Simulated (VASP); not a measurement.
# SiC in VASP: notebook, part 2 of 2

VASP 6.6.1. The steps go on from the part before.

### 4 Single point, LDA

This run uses another cell than the first one, of 10.35 Å³/atom.

The input, INCAR:

```
SYSTEM = SiC
  PREC = Accurate
  ENCUT = 520
  EDIFF = 1E-7
  ISMEAR = 0
  SIGMA = 0.01
  LREAL = .False.
  LASPH = .True.
  NELM = 80
  ALGO = Normal
  ISIF = 2
  LWAVE = .False.
  LCHARG = .True.
  LELF = .True.
  LVHAR = .True.
  NBANDS = 36
```

The input, KPOINTS:

```
Automatic mesh
0
Gamma
  8 8 2
  0 0 0
```

The input, POSCAR:

```
SiC
1.0
    1.5389000000     -2.6675000000      0.0000000000
    1.5389000000      2.6675000000      0.0000000000
    0.0000000000      0.0000000000     15.1219000000
Si C
6 6
Direct
    0.1673000000      0.8327000000      0.8580000000
    0.8327000000      0.1673000000      0.3580000000
    0.5007000000      0.4993000000      0.5241000000
    0.4993000000      0.5007000000      0.0241000000
    0.8357000000      0.1643000000      0.6912400000
    0.1643000000      0.8357000000      0.1912400000
    0.4960000000      0.5040000000      0.6503000000
    0.5040000000      0.4960000000      0.1503000000
    0.1600000000      0.8400000000      0.9817000000
    0.8400000000      0.1600000000      0.4817000000
    0.8290000000      0.1710000000      0.8168000000
    0.1710000000      0.8290000000      0.3168000000
```

Potentials or basis: VASP PAW LDA potentials, release 64 (Si, C).

On the command line:

```console
$ cat potpaw_LDA.64/Si/POTCAR potpaw_LDA.64/C/POTCAR > POTCAR
$ mpirun -np 1 vasp_std > vasp.out
```

OUTCAR:

```text
SYSTEM = SiC
   PREC = Accurate
   ENCUT = 520
   EDIFF = 1E-7
   ISMEAR = 0
   LREAL = .False.
   LASPH = .True.
   NELM = 80
   ISIF = 2

 ion  position               nearest neighbor table
   1  0.167  0.833  0.858-  11 1.87  11 1.87   9 1.87  11 1.91   4 3.07   4 3.08   4 3.08   5 3.08
                             5 3.09   5 3.09
   2  0.833  0.167  0.358-  12 1.87  12 1.87  10 1.87  12 1.91   3 3.07   3 3.08   3 3.08   6 3.08
                             6 3.09   6 3.09
   3  0.501  0.499  0.524-  10 1.87  10 1.87   7 1.91  10 1.92   2 3.07   2 3.08   2 3.08   5 3.09
                             5 3.09   5 3.10
   4  0.499  0.501  0.024-   9 1.87   9 1.87   8 1.91   9 1.92   1 3.07   1 3.08   1 3.08   6 3.09
                             6 3.09   6 3.10
   5  0.836  0.164  0.691-   7 1.87   7 1.87  11 1.90   7 1.92   1 3.08   3 3.09   3 3.09   1 3.09
                             1 3.09   3 3.10
   6  0.164  0.836  0.191-   8 1.87   8 1.87  12 1.90   8 1.92   2 3.08   4 3.09   4 3.09   2 3.09
                             2 3.09   4 3.10
   7  0.496  0.504  0.650-   5 1.87   5 1.87   3 1.91   5 1.92
   8  0.504  0.496  0.150-   6 1.87   6 1.87   4 1.91   6 1.92
   9  0.160  0.840  0.982-   1 1.87   4 1.87   4 1.87   4 1.92
  10  0.840  0.160  0.482-   2 1.87   3 1.87   3 1.87   3 1.92
  11  0.829  0.171  0.817-   1 1.87   1 1.87   5 1.90   1 1.91
  12  0.171  0.829  0.317-   2 1.87   2 1.87   6 1.90   2 1.91

  LATTYP: Found a base centered orthorhombic cell.
 ALAT       =     3.0778000000
 B/A-ratio  =     1.7333809864
 C/A-ratio  =     4.9132172331

  Lattice vectors:

 A1 = (   1.5389000000,  -2.6675000000,   0.0000000000)
 A2 = (   1.5389000000,   2.6675000000,   0.0000000000)
 A3 = (   0.0000000000,   0.0000000000,  15.1219000000)

Analysis of symmetry for initial positions (statically):
=====================================================================
 Subroutine PRICEL returns:
 Original cell was already a primitive cell.

 Routine SETGRP: Setting up the symmetry group for a
 base centered orthorhombic supercell.

 Subroutine GETGRP returns: Found  4 space group operations
 (whereof  2 operations were pure point group operations)
 out of a pool of  8 trial point group operations.

The static configuration has the point symmetry C_1h.
 The point group associated with its full space group is C_2v.

Analysis of symmetry for dynamics (positions and initial velocities):
=====================================================================
 Subroutine PRICEL returns:
 Original cell was already a primitive cell.

 Routine SETGRP: Setting up the symmetry group for a
 base centered orthorhombic supercell.

 Subroutine GETGRP returns: Found  4 space group operations
 (whereof  2 operations were pure point group operations)
 out of a pool of  8 trial point group operations.

The dynamic configuration has the point symmetry C_1h.
 The point group associated with its full space group is C_2v.

 Subroutine INISYM returns: Found  4 space group operations
 (whereof  2 operations are pure point group operations),
 and found     1 'primitive' translations

----------------------------------------------------------------------------------------

                                     Primitive cell

  volume of cell :     124.1513
[... 93 lines left out ...]
   total plane-waves  NPLWV =  64512
   dimension x,y,z NGX =    24 NGY =   24 NGZ =  112
   dimension x,y,z NGXF=    48 NGYF=   48 NGZF=  224
   ions per type =               6   6
   NGX,Y,Z   is equivalent  to a cutoff of  12.96, 12.96, 12.31 a.u.
   NGXF,Y,Z  is equivalent  to a cutoff of  25.91, 25.91, 24.63 a.u.
 SYSTEM =  SiC
   PREC   = accura    normal or accurate (medium, high low for compatibility)
   ISTART =      0    job   : 0-new  1-cont  2-samecut
   ICHARG =      2    charge: 1-file 2-atom 10-const
   ISPIN  =      1    spin polarized calculation?
   LNONCOLLINEAR =      F non collinear calculations
   LSORBIT =      F    spin-orbit coupling
   LASPH  =      T    aspherical Exc in radial PAW
   ENCUT  =  520.0 eV  38.22 Ry    6.18 a.u.   5.73  5.73 28.12*2*pi/ulx,y,z
   NELM   =     80;   NELMIN=  2; NELMDL= -5     # of ELM steps
   EDIFF  = 0.1E-06   stopping-criterion for ELM
   LREAL  =      F    real-space projection
   EDIFFG = 0.1E-05   stopping-criterion for IOM
   NSW    =      0    number of steps for IOM
   IBRION =     -1    ionic relax: 0-MD 1-quasi-New 2-CG
   NFREE  =      0    steps in history (QN), initial steepest desc. (CG)
   ISIF   =      2    stress and relaxation
   ISYM   =      2    0-nonsym 1-usesym 2-fastsym
   POTIM  = 0.5000    time-step for ionic-motion
   TEBEG  =    0.0;   TEEND  =   0.0 temperature during run
   PSTRESS=    0.0 pullay stress
   NELECT =      48.0000    total number of electrons
   NUPDOWN=      -1.0000    fix difference up-down
   EMIN   =  10.00;   EMAX   =-10.00  energy-range for DOS
   EFERMI =   0.00;   METHOD = LEGACY
   ISMEAR =     0;   SIGMA  =   0.01  broadening in eV -4-tet -1-fermi 0-gaus
   EFERMI_NEDOS =   21; number of points for ismear=-14 and -15
   IALGO  =     38    algorithm
   IMIX   =      4    mixing-type and parameters
     AMIX     =   0.40;   BMIX     =  1.00
     AMIX_MAG =   1.60;   BMIX_MAG =  1.00
  volume/ion in A,a.u.               =      10.35        69.82
  Fermi-wavevector in a.u.,A,eV,Ry     =   1.192628  2.253739 19.352390  1.422361
  Thomas-Fermi vector in A             =   2.328661
   LORBIT       =      0    0 simple, 1 ext, 2 COOP (PROOUT), +10 PAW based schemes
   GGA     = CA    functional components
   LHFCALC =     F    Hartree Fock is set to
   AEXX    =    0.0000 exact exchange contribution
   IVDW    =     0    specifies the selected vdW correction
   LEPSILON=     F    determine dielectric tensor
   LRPA    =     F    only Hartree local field effects (RPA)
 non-spin polarized calculation
 Gauss-broadening in eV      SIGMA  =   0.01
  energy-cutoff  :      520.00
  volume of cell :      124.15
 maximum number of plane-waves:      3364
   NGX = 11   NGY = 11   NGZ = 57

 number of electron      48.0000003 magnetization

 Free energy of the ion-electron system (eV)
  ---------------------------------------------------
  ext. energy  EPLUGINS =         0.00000000
  ---------------------------------------------------
  free energy    TOTEN  =       -99.77104519 eV

  energy without entropy =      -99.77104519  energy(sigma->0) =      -99.77104519

 E-fermi :   8.3152     XC(G=0): -11.5546

 val. band max:        8.2096111127   @ k =   0.0000   0.0000   0.0000
 cond. band min:      10.0306396007   @ k =   0.5000   0.5000   0.0000
 fundamental gap:      1.8210284879
 Fermi energy:         8.3151855161

 k-point     1 :       0.0000    0.0000    0.0000
  band No.  band energies     occupation
      1      -7.2623      2.00000
      2      -6.7551      2.00000
      3      -6.6878      2.00000
      4      -5.2216      2.00000
      5      -5.1508      2.00000
      6      -3.6518      2.00000
[... 925 lines left out ...]
     35      16.0384      0.00000
     36      16.0397      0.00000

 [... further k-points ...]

------------------------ aborting loop because EDIFF is reached ----------------------------------------

  FORCE on cell =-STRESS in cart. coord.  units (eV):
  Direction    XX          YY          ZZ          XY          YZ          ZX
  --------------------------------------------------------------------------------------
  -------------------------------------------------------------------------------------
  Total       -1.4825425     -4.2621659     -3.3717991      0.0000000      0.0000000      0.0000000
  in kB      -19.1322717    -55.0034266    -43.5132060      0.0000000      0.0000000      0.0000000
  external PRESSURE =     -39.2163014 kB  Pullay stress =       0.0000000 kB

 VOLUME and BASIS-vectors are now :
 -----------------------------------------------------------------------------
  energy-cutoff  :      520.00
  volume of cell :      124.15
      direct lattice vectors                 reciprocal lattice vectors
     1.538900000 -2.667500000  0.000000000     0.324907401 -0.187441425  0.000000000
     1.538900000  2.667500000  0.000000000     0.324907401  0.187441425  0.000000000
     0.000000000  0.000000000 15.121900000     0.000000000  0.000000000  0.066129256

 POSITION                                       TOTAL-FORCE (eV/Angst)
 -----------------------------------------------------------------------------------
      1.53890      1.77495     12.97459         0.000000      0.502195     -0.212553
      1.53890     -1.77495      5.41364         0.000000     -0.502195     -0.212553
      1.53890     -0.00373      7.92539         0.000000     -0.432197      0.085811
      1.53890      0.00373      0.36444         0.000000      0.432197      0.085811
      1.53890     -1.79096     10.45286         0.000000      0.639027      0.218533
      1.53890      1.79096      2.89191         0.000000     -0.639027      0.218533
      1.53890      0.02134      9.83377         0.000000     -0.597908     -0.283933
      1.53890     -0.02134      2.27282         0.000000      0.597908     -0.283933
      1.53890      1.81390     14.84517         0.000000     -0.586344      0.405580
      1.53890     -1.81390      7.28422         0.000000      0.586344      0.405580
      1.53890     -1.75522     12.35157         0.000000     -0.512783     -0.213438
      1.53890      1.75522      4.79062         0.000000      0.512783     -0.213438
 -----------------------------------------------------------------------------------
    total drift:                               -0.000000      0.000000      0.000109

  FREE ENERGIE OF THE ION-ELECTRON SYSTEM (eV)
  ---------------------------------------------------
  free  energy   TOTEN  =       -99.7710451901 eV

  energy  without entropy=      -99.7710451901  energy(sigma->0) =      -99.77104519
```

It took 2.6 min on 1 thread of Intel Xeon Platinum 8124M at 3.00GHz (Skylake/Cascade Lake), shared host; peak memory 0.27 GiB.

What came out:

```
Free energy            : -99.7710 eV
Pressure               : -3.9 GPa
Largest force          : 0.713 eV/Å
Band gap on the k mesh : 1.82 eV (least direct gap 3.06 eV)
```

Forces on the atoms (eV/Å):
```
Si   0.000  0.502 -0.213
Si   0.000 -0.502 -0.213
Si   0.000 -0.432  0.086
Si   0.000  0.432  0.086
Si   0.000  0.639  0.219
Si   0.000 -0.639  0.219
C    0.000 -0.598 -0.284
C    0.000  0.598 -0.284
C    0.000 -0.586  0.406
C    0.000  0.586  0.406
C    0.000 -0.513 -0.213
C    0.000  0.513 -0.213
```

Caveat: the cell stands under tension. A k mesh can miss the band edges.

### 5 Relaxation of cell and atoms, LDA

This run uses another cell than the first one, of 10.49 Å³/atom.

The input, INCAR:

```
SYSTEM = SiC
  ALGO = Normal
  EDIFF = 1E-7
  EDIFFG = -0.002
  ENCUT = 600
  IBRION = 2
  ISIF = 3
  ISMEAR = 0
  LASPH = .True.
  LCHARG = .False.
  LREAL = .False.
  LWAVE = .False.
  NELM = 60
  NSW = 80
  PREC = Accurate
  SIGMA = 0.01
```

The input, KPOINTS:

```
k-points
0
Gamma
  8 8 2
  0 0 0
```

The input, POSCAR:

```
SiC
1.0
    3.0950000000      0.0000000000      0.0000000000
   -1.5475000000      2.6803486247      0.0000000000
    0.0000000000      0.0000000000     15.1700000000
Si C
6 6
Direct
    0.0000000000      0.0000000000      0.1250000000
    0.0000000000      0.0000000000      0.6250000000
    0.3333333333      0.6666666667      0.2917000000
    0.6666666667      0.3333333333      0.7917000000
    0.3333333333      0.6666666667      0.9583000000
    0.6666666667      0.3333333333      0.4583000000
    0.0000000000      0.0000000000      0.0000000000
    0.0000000000      0.0000000000      0.5000000000
    0.3333333333      0.6666666667      0.1667000000
    0.6666666667      0.3333333333      0.6667000000
    0.3333333333      0.6666666667      0.8333000000
    0.6666666667      0.3333333333      0.3333000000
```

On the command line:

```console
$ cat potpaw_LDA.64/Si/POTCAR potpaw_LDA.64/C/POTCAR > POTCAR
$ mpirun -np 1 vasp_std > vasp.out
```

It took 7.5 min on 1 thread of Intel Xeon Platinum 8124M at 3.00GHz (Skylake/Cascade Lake), shared host; peak memory 0.28 GiB.

Results (log left out):

| Quantity | Value |
| --- | --- |
| Free energy | -99.8835 eV |
| Relaxed volume | 10.15 Å³/atom |
| Relaxed cell | a = 3.060 Å, b = 3.060 Å, c = 15.016 Å, α = 90.00°, β = 90.00°, γ = 120.00° |
| Space group after relaxing (to 0.1 Å) | P6_3mc (No. 186) |
| Energy gained by relaxing | 7.7 meV/atom |
| Ionic steps | 8 |
| Pressure after relaxing | 0.0 GPa |
| Band gap on the k mesh | 1.97 eV (least direct gap 3.07 eV) |

Step by step:
```
step  energy change (eV)  largest force (eV/Å)  pressure (GPa)  volume (Å³)
   1              0.0000                0.1446           -7.04       125.85
   2              0.0157                0.1286            8.50       117.63
   3             -0.0926                0.0264           -0.05       121.81
   4             -0.0926                0.0262            0.10       121.73
   5             -0.0927                0.0129            0.11       121.73
   6             -0.0927                0.0136            0.11       121.73
   7             -0.0927                0.0090           -0.09       121.83
   8             -0.0927                0.0011            0.00       121.79
```

Final structure:
```
Si C
1.0
     3.06031    0.00000    0.00000
    -1.53016    2.65031    0.00000
     0.00000    0.00000   15.01558
Si C
6 6
Direct
  0.00000 0.00000 0.12505
  0.00000 0.00000 0.62505
  0.33333 0.66667 0.29182
  0.66667 0.33333 0.79182
  0.33333 0.66667 0.95831
  0.66667 0.33333 0.45831
  0.00000 0.00000 0.99969
  0.00000 0.00000 0.49969
  0.33333 0.66667 0.16683
  0.66667 0.33333 0.66683
  0.33333 0.66667 0.83331
  0.66667 0.33333 0.33331
```

Levels at points of the mesh, in eV from the valence-band top:
```csv
k point,band 22,band 23,band 24,band 25,band 26,band 27
"(0.00, 0.00, 0.00)",-0.04,0.00,0.00,5.30,5.47,5.89
"(0.50, 0.00, 0.00)",-1.80,-1.69,-1.11,1.97,2.16,3.16
"(0.00, 0.00, 0.50)",-0.10,-0.10,-0.10,5.37,5.37,6.12
"(0.50, 0.00, 0.50)",-1.73,-1.32,-1.32,2.01,2.01,3.38
```

A k mesh can miss the band edges. LDA usually gives volumes a few per cent too small.

### 6 Overview

| task | cell | cutoff (eV) | gap on the mesh (eV) | pressure (GPa) |
| --- | --- | --- | --- | --- |
| single point | a = 3.059, b = 3.059, c = 15.010 Å, angles 90.0, 90.0, 120.0°, 12 atoms, atomic positions A | 520 | 1.97 | 0.4 |
| single point | a = 3.080, b = 3.080, c = 15.122 Å, angles 90.0, 90.0, 120.0°, 12 atoms, atomic positions B | 520 | 1.82 | -3.9 |
| relaxation of cell and atoms | relaxed from a = 3.095, b = 3.095, c = 15.170 Å, angles 90.0, 90.0, 120.0°, 12 atoms, atomic positions A | 600 | 1.97 | 0.0 |

Alike in all rows: level LDA; potentials or basis VASP PAW LDA potentials, release 64 (Si, C); no spin polarisation; k mesh 8 × 8 × 2; smearing gaussian 0.01 eV.

Caveats: the cell stands under tension (at least some runs).

Total energies depend on the potentials used, so only differences within one code and one set of settings carry meaning.
